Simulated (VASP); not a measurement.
# Y (Fd-3m) in VASP: further runs, part 2 of 2

VASP 6.6.1. Earlier steps stand in the parts before.

### 3 Single point, PBEsol

This run uses another cell than the first one, of 39.07 Å³/atom.

INCAR reads:

```
SYSTEM = Y
ALGO = Normal ; EDIFF = 1E-6
ENCUT = 500 ; GGA = PS
GGA_COMPAT = .FALSE. ; ISIF = 2
ISMEAR = -1 ; LASPH = .TRUE.
LCHARG = .TRUE. ; LELF = .TRUE.
LREAL = .FALSE. ; LVHAR = .TRUE.
LWAVE = .FALSE. ; NBANDS = 18
NELM = 120 ; PREC = Accurate
SIGMA = 0.1
```

KPOINTS reads:

```
k-points
0
G
  6 6 6
  0 0 0
```

POSCAR reads:

```
Y
1.0
    0.0000000000      3.3932112293      3.3932112293
    3.3932112293      0.0000000000      3.3932112293
    3.3932112293      3.3932112293      0.0000000000
Y
2
Direct
    1.0000000000      1.0000000000      1.0000000000
    0.2500000000      0.2500000000      0.2500000000
```

Potentials or basis: VASP PAW PBE potentials, release 64 (Y_sv).

Started as:

```
cat potpaw_PBE.64/Y_sv/POTCAR > POTCAR
mpirun -np 1 vasp_std > vasp.out
```

OUTCAR:

```text
SYSTEM = Y
   EDIFF = 1E-6
   ENCUT = 500
   GGA = PS
   ISIF = 2
   ISMEAR = -1
   LASPH = .TRUE.
   LREAL = .FALSE.
   NELM = 120
   PREC = Accurate

 ion  position               nearest neighbor table
   1  0.000  0.000  0.000-   2 2.94   2 2.94   2 2.94   2 2.94
   2  0.250  0.250  0.250-   1 2.94   1 2.94   1 2.94   1 2.94

  LATTYP: Found a face centered cubic cell.
 ALAT       =     6.7864224586

  Lattice vectors:

 A1 = (   0.0000000000,   3.3932112293,   3.3932112293)
 A2 = (   3.3932112293,   0.0000000000,   3.3932112293)
 A3 = (   3.3932112293,   3.3932112293,   0.0000000000)

Analysis of symmetry for initial positions (statically):
=====================================================================
 Subroutine PRICEL returns:
 Original cell was already a primitive cell.

 Routine SETGRP: Setting up the symmetry group for a
 face centered cubic supercell.

 Subroutine GETGRP returns: Found 48 space group operations
 (whereof 24 operations were pure point group operations)
 out of a pool of 48 trial point group operations.

The static configuration has the point symmetry T_d .
 The point group associated with its full space group is O_h .

Analysis of symmetry for dynamics (positions and initial velocities):
=====================================================================
 Subroutine PRICEL returns:
 Original cell was already a primitive cell.

 Routine SETGRP: Setting up the symmetry group for a
 face centered cubic supercell.

 Subroutine GETGRP returns: Found 48 space group operations
 (whereof 24 operations were pure point group operations)
 out of a pool of 48 trial point group operations.

The dynamic configuration has the point symmetry T_d .
 The point group associated with its full space group is O_h .

 Subroutine INISYM returns: Found 48 space group operations
 (whereof 24 operations are pure point group operations),
 and found     1 'primitive' translations

[... 101 lines left out ...]
   EFERMI_NEDOS =   21; number of points for ismear=-14 and -15
   IALGO  =     38    algorithm
   IMIX   =      4    mixing-type and parameters
     AMIX     =   0.40;   BMIX     =  1.00
     AMIX_MAG =   1.60;   BMIX_MAG =  1.00
  volume/ion in A,a.u.               =      39.07       263.65
  Fermi-wavevector in a.u.,A,eV,Ry     =   1.072988  2.027653 15.664429  1.151303
  Thomas-Fermi vector in A             =   2.208774
   LORBIT       =      0    0 simple, 1 ext, 2 COOP (PROOUT), +10 PAW based schemes
   GGA     = PS    functional components
   LHFCALC =     F    Hartree Fock is set to
   AEXX    =    0.0000 exact exchange contribution
   IVDW    =     0    specifies the selected vdW correction
   LEPSILON=     F    determine dielectric tensor
   LRPA    =     F    only Hartree local field effects (RPA)
 non-spin polarized calculation
  energy-cutoff  :      500.00
  volume of cell :       78.14
 maximum number of plane-waves:      2012
   NGX = 17   NGY = 17   NGZ = 17

 number of electron      22.0000001 magnetization

 Free energy of the ion-electron system (eV)
  ---------------------------------------------------
  ext. energy  EPLUGINS =         0.00000000
  ---------------------------------------------------
  free energy    TOTEN  =        -9.70245642 eV

  energy without entropy =       -9.59378472  energy(sigma->0) =       -9.64812057

 E-fermi :   1.6751     XC(G=0):  -8.6789

 val. band max:        1.6377445026   @ k =   0.3333   0.3333   0.0000
 cond. band min:       1.7455280310   @ k =   0.5000   0.1667   0.0000
 fundamental gap:      0.1077835285
 Fermi energy:         1.6750523305

 k-point     1 :       0.0000    0.0000    0.0000
  band No.  band energies     occupation
      1     -41.4274      2.00000
      2     -41.0162      2.00000
      3     -21.7029      2.00000
      4     -21.7029      2.00000
      5     -21.7029      2.00000
      6     -20.9075      2.00000
[... 313 lines left out ...]
      5     -21.3124      2.00000
      6     -21.3124      2.00000
[... 10 lines left out ...]
     17       5.6574      0.00000
     18       5.6574      0.00000

------------------------ aborting loop because EDIFF is reached ----------------------------------------

  FORCE on cell =-STRESS in cart. coord.  units (eV):
  Direction    XX          YY          ZZ          XY          YZ          ZX
  --------------------------------------------------------------------------------------
  -------------------------------------------------------------------------------------
  Total        0.0025266      0.0025266      0.0025266     -0.0000000      0.0000000     -0.0000000
  in kB        0.0518064      0.0518064      0.0518064     -0.0000000      0.0000000     -0.0000000
  external PRESSURE =       0.0518064 kB  Pullay stress =       0.0000000 kB

 VOLUME and BASIS-vectors are now :
 -----------------------------------------------------------------------------
  energy-cutoff  :      500.00
  volume of cell :       78.14
      direct lattice vectors                 reciprocal lattice vectors
     0.000000000  3.393211229  3.393211229    -0.147353043  0.147353043  0.147353043
     3.393211229  0.000000000  3.393211229     0.147353043 -0.147353043  0.147353043
     3.393211229  3.393211229  0.000000000     0.147353043  0.147353043 -0.147353043

 POSITION                                       TOTAL-FORCE (eV/Angst)
 -----------------------------------------------------------------------------------
      0.00000      0.00000      0.00000         0.000000      0.000000      0.000000
      1.69661      1.69661      1.69661        -0.000000     -0.000000     -0.000000
 -----------------------------------------------------------------------------------
    total drift:                                0.000000      0.000000      0.000000

  FREE ENERGIE OF THE ION-ELECTRON SYSTEM (eV)
  ---------------------------------------------------
  free  energy   TOTEN  =        -9.7024564167 eV

  energy  without entropy=       -9.5937847243  energy(sigma->0) =       -9.64812057
```

OSZICAR:

```text
N       E                     dE             d eps       ncg     rms          rms(c)
DAV:   1     0.869561883161E+02    0.86956E+02   -0.11200E+04   576   0.112E+03
DAV:   2    -0.373338393207E+01   -0.90690E+02   -0.89328E+02   738   0.246E+02
DAV:   3    -0.982301126648E+01   -0.60896E+01   -0.59508E+01  1038   0.383E+01
DAV:   4    -0.100045387273E+02   -0.18153E+00   -0.18116E+00   734   0.644E+00
DAV:   5    -0.100073493437E+02   -0.28106E-02   -0.28081E-02   772   0.816E-01    0.178E+01
DAV:   6    -0.969977288322E+01    0.30758E+00   -0.68128E-01   600   0.362E+00    0.104E+01
DAV:   7    -0.970616179654E+01   -0.63889E-02   -0.67120E-01   884   0.333E+00    0.170E+00
DAV:   8    -0.970307176010E+01    0.30900E-02   -0.10531E-01   680   0.172E+00    0.440E-01
DAV:   9    -0.970260324106E+01    0.46852E-03   -0.61653E-03   624   0.426E-01    0.181E-01
DAV:  10    -0.970245422621E+01    0.14901E-03   -0.10831E-03   818   0.223E-01    0.295E-02
DAV:  11    -0.970246167547E+01   -0.74493E-05   -0.10709E-04   820   0.565E-02    0.303E-02
DAV:  12    -0.970245689272E+01    0.47828E-05   -0.21165E-05   628   0.339E-02    0.104E-02
DAV:  13    -0.970245641669E+01    0.47602E-06   -0.12662E-06   438   0.744E-03
   1 F= -.97024564E+01 E0= -.96481206E+01  d E =-.108672E+00
```

It took 23 s on 1 thread of Intel Xeon Platinum 8259CL at 2.50GHz (Skylake/Cascade Lake), shared host; peak memory 0.21 GiB.

What came out:

```
Free energy            : -9.7025 eV
Pressure               : 0.0 GPa
Band gap on the k mesh : zero (bands 11 and 12 overlap by 0.47 eV)
```

Levels at points of the mesh, in eV from the Fermi level:
| k point | band 8 | band 9 | band 10 | band 11 | band 12 | band 13 | band 14 | band 15 |
| --- | --- | --- | --- | --- | --- | --- | --- | --- |
| (0.00, 0.00, 0.00) | -22.58 | -3.75 | -0.13 | -0.13 | 0.55 | 0.55 | 0.55 | 2.25 |
| (0.50, 0.00, 0.00) | -22.48 | -1.61 | -0.71 | -0.12 | -0.12 | 0.53 | 0.53 | 0.81 |
| (0.50, 0.50, 0.00) | -22.38 | -1.15 | -1.15 | 0.16 | 0.16 | 0.63 | 0.63 | 2.15 |

Caveat: the PAW data sets were made with another functional, which shifts forces and pressure a little.

### 4 Relaxation of cell and atoms, PBEsol

This run uses another cell than the first one, of 42.88 Å³/atom.

INCAR reads:

```
PREC = Accurate ; ENCUT = 500
EDIFF = 1E-7 ; ISMEAR = -1
SIGMA = 0.1 ; LREAL = F
LASPH = T ; NELM = 120
ALGO = Normal ; ISIF = 3
LWAVE = F ; LCHARG = F
GGA = PS ; IBRION = 2
NSW = 80 ; EDIFFG = -0.02
GGA_COMPAT = F ; NELMIN = 4
```

KPOINTS reads:

```
Automatic mesh
0
Gamma
  6 6 6
```

POSCAR reads:

```
Y
1.0
    0.0000000000      3.5000000000      3.5000000000
    3.5000000000      0.0000000000      3.5000000000
    3.5000000000      3.5000000000      0.0000000000
Y
2
Direct
    1.0000000000      1.0000000000      1.0000000000
    0.2500000000      0.2500000000      0.2500000000
```

Potentials or basis: VASP PAW PBE potentials, release 64 (Y_sv).

Started as:

```
cat potpaw_PBE.64/Y_sv/POTCAR > POTCAR
mpirun -np 1 vasp_std > vasp.out
```

OUTCAR:

```text
PREC = Accurate
   ENCUT = 500
   EDIFF = 1E-7
   ISMEAR = -1
   LREAL = F
   LASPH = T
   NELM = 120
   ISIF = 3
   GGA = PS
   IBRION = 2
   NSW = 80
   EDIFFG = -0.02
   NELMIN = 4

 ion  position               nearest neighbor table
   1  0.000  0.000  0.000-   2 3.03   2 3.03   2 3.03   2 3.03
   2  0.250  0.250  0.250-   1 3.03   1 3.03   1 3.03   1 3.03

  LATTYP: Found a face centered cubic cell.
 ALAT       =     7.0000000000

  Lattice vectors:

 A1 = (   0.0000000000,   3.5000000000,   3.5000000000)
 A2 = (   3.5000000000,   0.0000000000,   3.5000000000)
 A3 = (   3.5000000000,   3.5000000000,   0.0000000000)

Analysis of symmetry for initial positions (statically):
=====================================================================
 Subroutine PRICEL returns:
 Original cell was already a primitive cell.

 Routine SETGRP: Setting up the symmetry group for a
 face centered cubic supercell.

 Subroutine GETGRP returns: Found 48 space group operations
 (whereof 24 operations were pure point group operations)
 out of a pool of 48 trial point group operations.

The static configuration has the point symmetry T_d .
 The point group associated with its full space group is O_h .

Analysis of symmetry for dynamics (positions and initial velocities):
=====================================================================
 Subroutine PRICEL returns:
 Original cell was already a primitive cell.

 Routine SETGRP: Setting up the symmetry group for a
 face centered cubic supercell.

 Subroutine GETGRP returns: Found 48 space group operations
 (whereof 24 operations were pure point group operations)
 out of a pool of 48 trial point group operations.

The dynamic configuration has the point symmetry T_d .
 The point group associated with its full space group is O_h .

 Subroutine INISYM returns: Found 48 space group operations
 (whereof 24 operations are pure point group operations),
[... 98 lines left out ...]
   NELECT =      22.0000    total number of electrons
   NUPDOWN=      -1.0000    fix difference up-down
   EMIN   =  10.00;   EMAX   =-10.00  energy-range for DOS
   EFERMI =   0.00;   METHOD = LEGACY
   ISMEAR =    -1;   SIGMA  =   0.10  broadening in eV -4-tet -1-fermi 0-gaus
   EFERMI_NEDOS =   21; number of points for ismear=-14 and -15
   IALGO  =     38    algorithm
   IMIX   =      4    mixing-type and parameters
     AMIX     =   0.40;   BMIX     =  1.00
     AMIX_MAG =   1.60;   BMIX_MAG =  1.00
  volume/ion in A,a.u.               =      42.88       289.33
  Fermi-wavevector in a.u.,A,eV,Ry     =   1.040250  1.965787 14.723134  1.082120
  Thomas-Fermi vector in A             =   2.174817
   LORBIT       =      0    0 simple, 1 ext, 2 COOP (PROOUT), +10 PAW based schemes
   GGA     = PS    functional components
   LHFCALC =     F    Hartree Fock is set to
   AEXX    =    0.0000 exact exchange contribution
   IVDW    =     0    specifies the selected vdW correction
   LEPSILON=     F    determine dielectric tensor
   LRPA    =     F    only Hartree local field effects (RPA)
 conjugate gradient relaxation of ions
 non-spin polarized calculation
  energy-cutoff  :      500.00
  volume of cell :       85.75
 maximum number of plane-waves:      2200
   NGX = 17   NGY = 17   NGZ = 17

--------------------------------------- Ionic step        1  -------------------------------------------

 number of electron      21.9999999 magnetization

 Free energy of the ion-electron system (eV)
  ---------------------------------------------------
  ext. energy  EPLUGINS =         0.00000000
  ---------------------------------------------------
  free energy    TOTEN  =        -9.68455267 eV

  energy without entropy =       -9.55665700  energy(sigma->0) =       -9.62060483

------------------------ aborting loop because EDIFF is reached ----------------------------------------

  FORCE on cell =-STRESS in cart. coord.  units (eV):
  Direction    XX          YY          ZZ          XY          YZ          ZX
  --------------------------------------------------------------------------------------
  -------------------------------------------------------------------------------------
  Total       -0.3971904     -0.3971904     -0.3971904      0.0000000     -0.0000000      0.0000000
  in kB       -7.4212173     -7.4212173     -7.4212173      0.0000000     -0.0000000      0.0000000
  external PRESSURE =      -7.4212173 kB  Pullay stress =       0.0000000 kB
[... 95 lines left out ...]
--------------------------------------- Ionic step        4  -------------------------------------------

 number of electron      22.0000001 magnetization

 Free energy of the ion-electron system (eV)
  ---------------------------------------------------
  ext. energy  EPLUGINS =         0.00000000
  ---------------------------------------------------
  free energy    TOTEN  =        -9.70289066 eV

  energy without entropy =       -9.59298480  energy(sigma->0) =       -9.64793773

 E-fermi :   1.6565     XC(G=0):  -8.6628

 val. band max:        1.6189139433   @ k =   0.3333   0.3333   0.0000
 cond. band min:       1.7307721440   @ k =   0.5000   0.1667   0.0000
 fundamental gap:      0.1118582008
 Fermi energy:         1.6564945118

 k-point     1 :       0.0000    0.0000    0.0000
  band No.  band energies     occupation
      1     -41.4486      2.00000
      2     -41.0435      2.00000
      3     -21.7215      2.00000
      4     -21.7215      2.00000
      5     -21.7215      2.00000
      6     -20.9346      2.00000
      7     -20.9346      2.00000
      8     -20.9346      2.00000
      9      -2.0868      2.00000
     10       1.5361      1.53838
     11       1.5361      1.53838
     12       2.2037      0.00837
     13       2.2037      0.00837
     14       2.2037      0.00837
[... 298 lines left out ...]
  FREE ENERGIE OF THE ION-ELECTRON SYSTEM (eV)
  ---------------------------------------------------
  free  energy   TOTEN  =        -9.7028906558 eV

  energy  without entropy=       -9.5929847965  energy(sigma->0) =       -9.64793773

 reached required accuracy - stopping structural energy minimisation
```

CONTCAR:

```text
Y
   1.00000000000000
    -0.0000000000000000    3.3982092942835127    3.3982092942835127
     3.3982092942835127   -0.0000000000000000    3.3982092942835127
     3.3982092942835127    3.3982092942835127    0.0000000000000000
  Y
     2
Direct
     0.0000000000000000    0.0000000000000000    0.0000000000000000
     0.2500000000000000    0.2500000000000000    0.2500000000000000

  0.00000000E+00  0.00000000E+00  0.00000000E+00
  0.00000000E+00  0.00000000E+00  0.00000000E+00
```

Run time: 95 s. Hardware: 1 thread of Intel Xeon Platinum 8259CL at 2.50GHz (Skylake/Cascade Lake), shared host; peak memory 0.22 GiB.

What came out:

```yaml
Free_energy: -9.7029 eV
Relaxed_volume: 39.24 Å³/atom
Relaxed_cell: a = 4.806 Å, b = 4.806 Å, c = 4.806 Å, α = 60.00°, β = 60.00°, γ = 60.00°
Space_group_after_relaxing_to_0.1_Å: Fd-3m (No. 227)
Energy_gained_by_relaxing: 9.2 meV/atom
Ionic_steps: 4
Pressure_after_relaxing: 0.0 GPa
Band_gap_on_the_k_mesh: zero (bands 11 and 12 overlap by 0.47 eV)
```

The path:
```tsv
step	energy change (eV)	largest force (eV/Å)	pressure (GPa)	volume (Å³)
1	0.0000	0.0000	-0.74	85.75
2	-0.0095	0.0000	-0.51	83.31
3	-0.0181	0.0000	0.12	77.49
4	-0.0183	0.0000	-0.04	78.48
```

Final structure:
```
CELL_PARAMETERS angstrom
0.00000 3.39821 3.39821
3.39821 0.00000 3.39821
3.39821 3.39821 0.00000
ATOMIC_POSITIONS crystal
Y 0.00000 0.00000 0.00000
Y 0.25000 0.25000 0.25000
```

Levels at points of the mesh, in eV from the Fermi level:
| k point | band 9 | band 10 | band 11 | band 12 | band 13 | band 14 |
| --- | --- | --- | --- | --- | --- | --- |
| (0.00, 0.00, 0.00) | -3.74 | -0.12 | -0.12 | 0.55 | 0.55 | 0.55 |
| (0.50, 0.00, 0.00) | -1.62 | -0.71 | -0.11 | -0.11 | 0.53 | 0.53 |
| (0.50, 0.50, 0.00) | -1.14 | -1.14 | 0.15 | 0.15 | 0.63 | 0.63 |

Caveat: the PAW data sets were made with another functional, which shifts forces and pressure a little.

### 5 Relaxation of cell and atoms, PBEsol, target pressure 5 GPa, at which the enthalpy is minimised

This run uses another cell than the first one, of 42.88 Å³/atom.

INCAR reads:

```
SYSTEM = Y
PREC = Accurate
ENCUT = 500
EDIFF = 1E-7
ISMEAR = -1
SIGMA = 0.1
LREAL = .FALSE.
LASPH = .TRUE.
NELM = 120
ALGO = Normal
ISIF = 3
LWAVE = .FALSE.
LCHARG = .FALSE.
GGA = PS
IBRION = 2
NSW = 80
EDIFFG = -0.02
PSTRESS = 50.0
GGA_COMPAT = .FALSE.
NELMIN = 4
```

KPOINTS reads:

```
regular mesh
0
G
  6 6 6
  0 0 0
```

POSCAR is that of step 4.

Started as:

```
cat potpaw_PBE.64/Y_sv/POTCAR > POTCAR
mpirun -np 1 vasp_std > vasp.out
```

It took 3 min on 1 thread of Intel Xeon Platinum 8259CL at 2.50GHz (Skylake/Cascade Lake), shared host; peak memory 0.23 GiB.

It converged, with:

* Free energy: -9.4036 eV
* Relaxed volume: 28.69 Å³/atom
* Relaxed cell: a = 4.329 Å, b = 4.329 Å, c = 4.329 Å, α = 60.00°, β = 60.00°, γ = 60.00°
* Space group after relaxing (to 0.1 Å): Fd-3m (No. 227)
* Energy change on relaxing (the run minimises the enthalpy): +140.5 meV/atom
* Ionic steps: 9
* Pressure after relaxing: 4.9 GPa
* Band gap on the k mesh: zero (bands 11 and 12 overlap by 1.22 eV)

The path:
| step | energy change (eV) | largest force (eV/Å) | pressure (GPa) | volume (Å³) |
| --- | --- | --- | --- | --- |
| 1 | 0.0000 | 0.0000 | -0.74 | 85.75 |
| 2 | 0.0582 | 0.0000 | 2.53 | 68.06 |
| 3 | 0.1495 | 0.0000 | 3.11 | 62.96 |
| 4 | 0.4254 | 0.0000 | 7.31 | 53.55 |
| 5 | 0.2561 | 0.0000 | 4.45 | 58.23 |
| 6 | 0.2964 | 0.0000 | 5.16 | 56.89 |
| 7 | 0.2806 | 0.0000 | 4.88 | 57.39 |
| 8 | 0.2807 | 0.0000 | 4.89 | 57.39 |
| 9 | 0.2810 | 0.0000 | 4.89 | 57.38 |

Final structure:
```cif
data_structure
_symmetry_space_group_name_H-M 'P 1'
_symmetry_Int_Tables_number 1
_cell_length_a 4.3293
_cell_length_b 4.3293
_cell_length_c 4.3293
_cell_angle_alpha 60.000
_cell_angle_beta 60.000
_cell_angle_gamma 60.000
_cell_volume 57.38
loop_
_atom_site_label
_atom_site_type_symbol
_atom_site_fract_x
_atom_site_fract_y
_atom_site_fract_z
_atom_site_occupancy
Y1 Y 0.00000 0.00000 0.00000 1
Y2 Y 0.25000 0.25000 0.25000 1
```

Levels at points of the mesh, in eV from the Fermi level:
```
           k point  band 7  band 8  band 9  band 10  band 11  band 12  band 13  band 14  band 15
(0.00, 0.00, 0.00)  -22.05  -22.05   -4.05    -0.68    -0.68     0.75     0.75     0.75     3.04
(0.50, 0.00, 0.00)  -21.81  -21.81   -1.27    -1.21    -0.60    -0.60     0.44     0.44     1.79
(0.50, 0.50, 0.00)  -21.55  -21.55   -1.99    -1.99     0.50     0.50     1.45     1.45     2.35
```

Caveat: the cell is relaxed towards a set pressure, so the run minimises the enthalpy, not the energy; the volume moved by over 15 % at a fixed basis, so the end points are rough; the PAW data sets were made with another functional, which shifts forces and pressure a little.

### 6 Summary

```tsv
task	cell	gap on the mesh (eV)	pressure (GPa)
single point	a = 4.318 Å, angles 60.0°, 2 atoms	none	5.1
single point	a = 4.799 Å, angles 60.0°, 2 atoms	none	0.0
relaxation of cell and atoms	relaxed from a = 4.950 Å, angles 60.0°, 2 atoms	none	0.0
relaxation of cell and atoms	relaxed to 5 GPa from a = 4.950 Å, angles 60.0°, 2 atoms	none	4.9
```

Alike in all rows: level PBEsol; potentials or basis VASP PAW PBE potentials, release 64 (Y_sv); no spin polarisation; k mesh 6 × 6 × 6; cutoff (eV) 500; smearing fermi-dirac 0.1 eV.

Caveats: the PAW data sets were made with another functional, which shifts forces and pressure a little; the cell stands under pressure (at least some runs); the cell is relaxed towards a set pressure, so the run minimises the enthalpy, not the energy (at least some runs); the volume moved by over 15 % at a fixed basis, so the end points are rough (at least some runs).

Total energies depend on the potentials used, so only differences within one code and one set of settings carry meaning.
